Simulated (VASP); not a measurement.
Write the native input for VASP 6.6.1 that does the following.

* Task: relaxation of cell and atoms
* Functional: PBE
* Dispersion: D4
* Potentials or basis: VASP PAW PBE potentials, release 64 (Co, Ti_sv)
* Cutoff: 600 eV
* k mesh: 9 × 9 × 9
* Occupations: fermi-dirac, width 0.05 eV
* Spin: collinear spin, ferromagnetic start
* Starting moments: [2.0, 1.0] μB
* Dipole correction: no
* Further INCAR settings: ALGO = Normal; EDIFF = 1e-06; IBRION = 2; EDIFFG = -0.01; NSW = 60; ISIF = 3

The structure of TiCo lies in POSCAR:

```
TiCo
1.0
    2.9861109900      0.0000000000      0.0000000000
    0.0000000000      2.9861109900      0.0000000000
    0.0000000000      0.0000000000      2.9861109900
Co Ti
1 1
Direct
    0.5000000000      0.5000000000      0.5000000000
    0.0000000000      0.0000000000      0.0000000000
```

One way to write it, as run:

INCAR

```
SYSTEM = TiCo
PREC = Accurate
ENCUT = 600
EDIFF = 1E-6
ISMEAR = -1
SIGMA = 0.05
LREAL = .FALSE.
LASPH = .TRUE.
NELM = 150
ALGO = Normal
ISIF = 3
LWAVE = .FALSE.
LCHARG = .FALSE.
ISPIN = 2
MAGMOM = 2 1
LORBIT = 11
LMAXMIX = 4
GGA = PE
IVDW = 13
IBRION = 2
NSW = 60
EDIFFG = -0.01
```

KPOINTS

```
Automatic mesh
0
G
  9 9 9
  0 0 0
```

Potentials or basis: VASP PAW PBE potentials, release 64 (Co, Ti_sv).

Command:

```sh
$ cat potpaw_PBE.64/Co/POTCAR potpaw_PBE.64/Ti_sv/POTCAR > POTCAR
$ mpirun -np 1 vasp_std > vasp.out
```

Results of the run:

```yaml
Relaxed_volume: 12.92 Å³/atom
Relaxed_cell: a = 2.956 Å, b = 2.956 Å, c = 2.956 Å, α = 90.00°, β = 90.00°, γ = 90.00°
Space_group_after_relaxing_to_0.05_Å: Pm-3m (No. 221)
Energy_gained_by_relaxing: 5.9 meV/atom
Ionic_steps: 9
Pressure_after_relaxing: 0.1 GPa
Net_moment: 0.73 μB per cell
Site_moments: Co +0.79; Ti -0.02 μB
Valence_electrons_inside_the_program's_atomic_spheres: Co 8.34; Ti 10.33
Dispersion_energy_per_atom: -0.315 eV
```

Caveat: pairwise dispersion overbinds metals, which lowers pressure and volume.

Wall time 2.7 min on 1 thread of Intel Xeon 6975P-C, with other jobs on the host, peak memory 0.18 GiB.
